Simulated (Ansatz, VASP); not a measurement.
## CsLiCr2Te2S3 in VASP and in Ansatz

```xyz
9
Lattice="7.2896 -2.1043 0.0177 7.2896 2.1043 0.0177 -2.5332 0.0000 7.2810" Properties=species:S:1:pos:R:3 pbc="T T T"
Cs    7.2896    0.0000    0.0177
Li   -1.2666    0.0000    3.6405
Cr    3.6953    0.0000    3.1643
Cr    8.3507    0.0000    4.1521
Te   11.3199    0.0000    1.2975
Te    0.7262    0.0000    6.0190
S     1.3789    0.0000    2.8973
S    10.6672    0.0000    4.4191
S     6.0230    0.0000    3.6582
```

Alike in both runs: task single point; functional PBE-based screened hybrid; k mesh 3 × 3 × 2; occupations fermi-dirac, width 0.05 eV; collinear spin.

|  | VASP | Ansatz |
| --- | --- | --- |
| version | VASP 6.6.1 | Ansatz 0.2.0 |
| potentials or method | VASP PAW PBE potentials, release 64 (Cs_sv, Li_sv, Cr_pv, Te, S) | Ansatz PAW |
| plane-wave cutoff (eV) | 520 | 420 |
| valence electrons in the cell | 66 | 90 |

```csv
,VASP,Ansatz,Ansatz less VASP
gap on the k mesh at the Fermi level (eV),none,none,-
rms of the force components (eV/Å),0.125,0.124,-0.0009
net moment per atom (μB),0.71,0.71,0.000
size of the moment on the site where the two differ most (μB),3.30,3.01,-0.289
```

VASP's potentials were made for PBE, not for PBE-based screened hybrid. Site moments also hang on the region over which each program counts them. Atom by atom the forces differ by 0.005 eV/Å (rms over components). A gap of «none» marks a metal or a gap that the smearing closes. VASP's potentials hold 66 valence electrons a cell and Ansatz's 90, so a difference there can come from the potentials and not from the codes.

The k mesh is coarse, so the values compare programs but aren't converged. Neither program's run includes spin-orbit coupling. Noted on VASP's run: the cutoff is short for stress, so the pressure is rough. Noted on Ansatz's run: the magnetic or orbital state may not be the lowest.
